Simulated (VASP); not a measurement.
# PbF2 (Fm-3m) in VASP: settings compared

Aim: see how the results for PbF2 move with the level of theory and the settings. Levels: PBEsol+D4, RPBE+D3(BJ). Tasks: relaxation of cell and atoms.

Everything below comes from runs of VASP 6.6.1. Logs are shortened: lines on timing, memory, paths and dates and some standing lists are left out, and cuts for length are marked.

## 1. The cell of the first run

The structure is cubic, space group Fm-3m (No. 225). The conventional cell has a = 5.927 Å, b = 5.927 Å, c = 5.927 Å, α = 90.00°, β = 90.00°, γ = 90.00°. Pb (site symmetry m-3m) has 8 F at 2.57 Å within 3.4 Å. Within 3.4 Å of F (site symmetry -43m) lie 4 Pb at 2.57 Å and 6 F at 2.96 Å.

## 2. Relaxation of cell and atoms, PBEsol+D4

File INCAR:

```
SYSTEM = PbF2
PREC     = Accurate       ! precision mode
ENCUT    = 600            ! plane-wave cutoff, eV
EDIFF    = 1E-7           ! SCF threshold, eV
ISMEAR   = -1             ! smearing method
SIGMA    = 0.05           ! smearing width, eV
LREAL    = .FALSE.        ! projectors in reciprocal space
LASPH    = .TRUE.         ! aspherical terms in the spheres
NELM     = 120            ! most SCF steps
ALGO     = Normal         ! electronic algorithm
ISIF     = 3              ! what is computed and relaxed
LWAVE    = .FALSE.        ! write WAVECAR
LCHARG   = .FALSE.        ! write CHGCAR
GGA      = PS             ! functional
IVDW     = 13             ! dispersion correction
IBRION   = 2              ! ionic algorithm
NSW      = 60             ! ionic steps
EDIFFG   = -0.01          ! ionic threshold
GGA_COMPAT= .FALSE.      
NELMIN   = 4
```

File KPOINTS:

```
regular mesh
0
G
  8 8 8
  0 0 0
```

File POSCAR:

```
PbF2
1.0
    0.0000000000      2.9636600000      2.9636600000
    2.9636600000      0.0000000000      2.9636600000
    2.9636600000      2.9636600000      0.0000000000
Pb F
1 2
Direct
    0.0000000000      0.0000000000      0.0000000000
    0.7500000000      0.7500000000      0.7500000000
    0.2500000000      0.2500000000      0.2500000000
```

Potentials or basis: VASP PAW PBE potentials, release 64 (Pb_d, F).

The run is started by

```bash
> cat potpaw_PBE.64/Pb_d/POTCAR potpaw_PBE.64/F/POTCAR > POTCAR
> mpirun -np 1 vasp_std > vasp.out
```

OUTCAR:

```text
SYSTEM = PbF2
   PREC = Accurate
   ENCUT = 600
   EDIFF = 1E-7
   ISMEAR = -1
   LREAL = .FALSE.
   LASPH = .TRUE.
   NELM = 120
   ISIF = 3
   GGA = PS
   IVDW = 13
   IBRION = 2
   NSW = 60
   EDIFFG = -0.01
   NELMIN = 4

 ion  position               nearest neighbor table
   1  0.000  0.000  0.000-   2 2.57   2 2.57   2 2.57   3 2.57   3 2.57   3 2.57   3 2.57   2 2.57

   2  0.750  0.750  0.750-   1 2.57   1 2.57   1 2.57   1 2.57
   3  0.250  0.250  0.250-   1 2.57   1 2.57   1 2.57   1 2.57

  LATTYP: Found a face centered cubic cell.
 ALAT       =     5.9273200000

  Lattice vectors:

 A1 = (   0.0000000000,   2.9636600000,   2.9636600000)
 A2 = (   2.9636600000,   0.0000000000,   2.9636600000)
 A3 = (   2.9636600000,   2.9636600000,   0.0000000000)

Analysis of symmetry for initial positions (statically):
=====================================================================
 Subroutine PRICEL returns:
 Original cell was already a primitive cell.

 Routine SETGRP: Setting up the symmetry group for a
 face centered cubic supercell.

 Subroutine GETGRP returns: Found 48 space group operations
 (whereof 48 operations were pure point group operations)
 out of a pool of 48 trial point group operations.

The static configuration has the point symmetry O_h .

Analysis of symmetry for dynamics (positions and initial velocities):
=====================================================================
 Subroutine PRICEL returns:
 Original cell was already a primitive cell.

 Routine SETGRP: Setting up the symmetry group for a
 face centered cubic supercell.

 Subroutine GETGRP returns: Found 48 space group operations
 (whereof 48 operations were pure point group operations)
 out of a pool of 48 trial point group operations.

The dynamic configuration has the point symmetry O_h .

 Subroutine INISYM returns: Found 48 space group operations
 (whereof 48 operations are pure point group operations),
 and found     1 'primitive' translations

----------------------------------------------------------------------------------------

                                     Primitive cell

  volume of cell :      52.0613

  direct lattice vectors                    reciprocal lattice vectors
     0.000000000  2.963660000  2.963660000    -0.168710311  0.168710311  0.168710311
     2.963660000  0.000000000  2.963660000     0.168710311 -0.168710311  0.168710311
     2.963660000  2.963660000  0.000000000     0.168710311  0.168710311 -0.168710311

  length of vectors
     4.191248166  4.191248166  4.191248166     0.292214830  0.292214830  0.292214830

  position of ions in fractional coordinates (direct lattice)
     0.000000000  0.000000000  0.000000000
     0.750000000  0.750000000  0.750000000
     0.250000000  0.250000000  0.250000000

  ion indices of the primitive-cell ions
   primitive index   ion index
                 1           1
                 2           2
                 3           3

----------------------------------------------------------------------------------------

 KPOINTS: regular mesh

Automatic generation of k-mesh.
 Grid dimensions read from file:
 generate k-points for:    8    8    8

 Generating k-lattice:

  Cartesian coordinates                     Fractional coordinates (reciprocal lattice)
    -0.021088789  0.021088789  0.021088789     0.125000000  0.000000000  0.000000000
     0.021088789 -0.021088789  0.021088789     0.000000000  0.125000000  0.000000000
     0.021088789  0.021088789 -0.021088789     0.000000000  0.000000000  0.125000000

  Length of vectors
     0.036526854  0.036526854  0.036526854

  Shift w.r.t. Gamma in fractional coordinates (k-lattice)
     0.000000000  0.000000000  0.000000000

 Subroutine IBZKPT returns following result:
 ===========================================

 Found     29 irreducible k-points:

 Following reciprocal coordinates:
            Coordinates               Weight
  0.000000  0.000000  0.000000      1.000000
  0.125000  0.000000  0.000000      8.000000
  0.250000  0.000000  0.000000      8.000000
  0.375000  0.000000  0.000000      8.000000
  0.500000  0.000000  0.000000      4.000000
  0.125000  0.125000  0.000000      6.000000
[... 16 lines left out ...]
  0.500000  0.250000  0.125000     48.000000
 -0.375000  0.250000  0.125000     24.000000
 [... further k-points ...]
   k-points           NKPTS =     29   k-points in BZ     NKDIM =     29   number of bands    NBANDS=     18
   number of dos      NEDOS =    301   number of ions     NIONS =      3
   total plane-waves  NPLWV =  46656
   dimension x,y,z NGX =    36 NGY =   36 NGZ =   36
   dimension x,y,z NGXF=    72 NGYF=   72 NGZF=   72
   ions per type =               1   2
   NGX,Y,Z   is equivalent  to a cutoff of  14.28, 14.28, 14.28 a.u.
   NGXF,Y,Z  is equivalent  to a cutoff of  28.56, 28.56, 28.56 a.u.
 SYSTEM =  PbF2
   PREC   = accura    normal or accurate (medium, high low for compatibility)
   ISTART =      0    job   : 0-new  1-cont  2-samecut
   ICHARG =      2    charge: 1-file 2-atom 10-const
   ISPIN  =      1    spin polarized calculation?
   LNONCOLLINEAR =      F non collinear calculations
   LSORBIT =      F    spin-orbit coupling
   LASPH  =      T    aspherical Exc in radial PAW
   ENCUT  =  600.0 eV  44.10 Ry    6.64 a.u.   8.37  8.37  8.37*2*pi/ulx,y,z
   NELM   =    120;   NELMIN=  4; NELMDL= -5     # of ELM steps
   EDIFF  = 0.1E-06   stopping-criterion for ELM
   LREAL  =      F    real-space projection
   EDIFFG = -.1E-01   stopping-criterion for IOM
   NSW    =     60    number of steps for IOM
   IBRION =      2    ionic relax: 0-MD 1-quasi-New 2-CG
   NFREE  =      1    steps in history (QN), initial steepest desc. (CG)
   ISIF   =      3    stress and relaxation
   ISYM   =      2    0-nonsym 1-usesym 2-fastsym
   POTIM  = 0.5000    time-step for ionic-motion
   TEBEG  =    0.0;   TEEND  =   0.0 temperature during run
   PSTRESS=    0.0 pullay stress
   NELECT =      28.0000    total number of electrons
   NUPDOWN=      -1.0000    fix difference up-down
   EMIN   =  10.00;   EMAX   =-10.00  energy-range for DOS
   EFERMI =   0.00;   METHOD = LEGACY
   ISMEAR =    -1;   SIGMA  =   0.05  broadening in eV -4-tet -1-fermi 0-gaus
   EFERMI_NEDOS =   21; number of points for ismear=-14 and -15
   IALGO  =     38    algorithm
   IMIX   =      4    mixing-type and parameters
     AMIX     =   0.40;   BMIX     =  1.00
     AMIX_MAG =   1.60;   BMIX_MAG =  1.00
  volume/ion in A,a.u.               =      17.35       117.11
  Fermi-wavevector in a.u.,A,eV,Ry     =   1.331340  2.515869 24.115883  1.772467
  Thomas-Fermi vector in A             =   2.460359
   LORBIT       =      0    0 simple, 1 ext, 2 COOP (PROOUT), +10 PAW based schemes
   GGA     = PS    functional components
   LHFCALC =     F    Hartree Fock is set to
   AEXX    =    0.0000 exact exchange contribution
   IVDW    =    13    specifies the selected vdW correction
   LEPSILON=     F    determine dielectric tensor
   LRPA    =     F    only Hartree local field effects (RPA)
 conjugate gradient relaxation of ions
 non-spin polarized calculation
  energy-cutoff  :      600.00
  volume of cell :       52.06
 maximum number of plane-waves:      1807
 NGX is ok and might be reduce to    36
   NGX = 17   NGY = 17   NGZ = 17

--------------------------------------- Ionic step        1  -------------------------------------------

 number of electron      28.0000008 magnetization

 Free energy of the ion-electron system (eV)
  ---------------------------------------------------
  ext. energy  EPLUGINS =         0.00000000
  ---------------------------------------------------
  free energy    TOTEN  =       -14.93783100 eV

  energy without entropy =      -14.93783100  energy(sigma->0) =      -14.93783100

------------------------ aborting loop because EDIFF is reached ----------------------------------------

  DFT-D4 for vdW energy calculation

  Edisp (eV):   -0.31263

  FORCE on cell =-STRESS in cart. coord.  units (eV):
  Direction    XX          YY          ZZ          XY          YZ          ZX
  --------------------------------------------------------------------------------------
  -------------------------------------------------------------------------------------
  Total      -0.11599    -0.11599    -0.11599     0.00000     0.00000     0.00000
  in kB      -3.56970    -3.56970    -3.56970     0.00000     0.00000     0.00000
  external pressure =       -3.57 kB  Pullay stress =        0.00 kB
[... 104 lines left out ...]
  energy  without entropy=      -15.2542990834  energy(sigma->0) =      -15.25429908

--------------------------------------- Ionic step        4  -------------------------------------------

 number of electron      28.0000003 magnetization

 E-fermi :   3.5642     XC(G=0):  -9.9541

 val. band max:        2.4596605025   @ k =  -0.2500   0.5000   0.2500
 cond. band min:       6.7434230993   @ k =   0.5000   0.5000   0.0000
 fundamental gap:      4.2837625967
 Fermi energy:         3.5642191511

 k-point     1 :       0.0000    0.0000    0.0000
  band No.  band energies     occupation
      1     -19.0079      2.00000
      2     -18.2581      2.00000
      3     -11.9960      2.00000
      4     -11.9960      2.00000
      5     -11.9960      2.00000
      6     -11.9027      2.00000
[... 10 lines left out ...]
     17       9.1688      0.00000
     18      13.0876      0.00000
[... 521 lines left out ...]
  energy  without entropy=      -15.2444711290  energy(sigma->0) =      -15.24447113

--------------------------------------- Ionic step        5  -------------------------------------------

 number of electron      28.0000009 magnetization

 Free energy of the ion-electron system (eV)
  ---------------------------------------------------
  ext. energy  EPLUGINS =         0.00000000
  ---------------------------------------------------
  free energy    TOTEN  =       -14.94067751 eV

  energy without entropy =      -14.94067751  energy(sigma->0) =      -14.94067751

 E-fermi :   3.2195     XC(G=0):  -9.7956

 val. band max:        2.0646720245   @ k =  -0.2500   0.5000   0.2500
 cond. band min:       6.3620377740   @ k =   0.5000   0.5000   0.0000
 fundamental gap:      4.2973657495
 Fermi energy:         3.2194688986

 k-point     1 :       0.0000    0.0000    0.0000
  band No.  band energies     occupation
      1     -19.1337      2.00000
      2     -18.4447      2.00000
      3     -12.3357      2.00000
      4     -12.3357      2.00000
      5     -12.3357      2.00000
      6     -12.2592      2.00000
[... 10 lines left out ...]
     17       8.7598      0.00000
     18      12.6352      0.00000
[... 517 lines left out ...]
  FREE ENERGIE OF THE ION-ELECTRON SYSTEM (eV)
  ---------------------------------------------------
  free  energy   TOTEN  =       -15.2545275130 eV

  energy  without entropy=      -15.2545275130  energy(sigma->0) =      -15.25452751

 reached required accuracy - stopping structural energy minimisation
```

Run time: 98 s. Hardware: 1 thread of AMD EPYC 9R45 (Zen 5), shared host; peak memory 0.19 GiB.

Results:

- Free energy: -15.2545 eV
- Relaxed volume: 16.90 Å³/atom
- Relaxed cell: a = 4.155 Å, b = 4.155 Å, c = 4.155 Å, α = 60.00°, β = 60.00°, γ = 60.00°
- Space group after relaxing (to 0.1 Å): Fm-3m (No. 225)
- Energy gained by relaxing: 1.4 meV/atom
- Ionic steps: 5
- Pressure after relaxing: -0.1 GPa
- Band gap on the k mesh: 4.30 eV (least direct gap 4.45 eV)
- Dispersion energy per atom: -0.105 eV

Step by step:
```csv
step,energy change (eV),largest force (eV/Å),pressure (GPa),volume (Å³)
1,0.0000,0.0000,-0.36,52.06
2,-0.0009,0.0000,-0.57,51.77
3,-0.0038,0.0000,-0.29,50.90
4,0.0060,0.0000,2.35,49.20
5,-0.0041,0.0000,-0.07,50.71
```

Final structure:
```
CELL_PARAMETERS angstrom
0.00000 2.93779 2.93779
2.93779 0.00000 2.93779
2.93779 2.93779 0.00000
ATOMIC_POSITIONS crystal
Pb 0.00000 0.00000 0.00000
F 0.75000 0.75000 0.75000
F 0.25000 0.25000 0.25000
```

Caveat: the PAW data sets were made with another functional, which shifts forces and pressure a little; spin-orbit coupling is left out, which moves the levels of the heavy elements. A k mesh can miss the band edges.

[end of part 1 of 2]
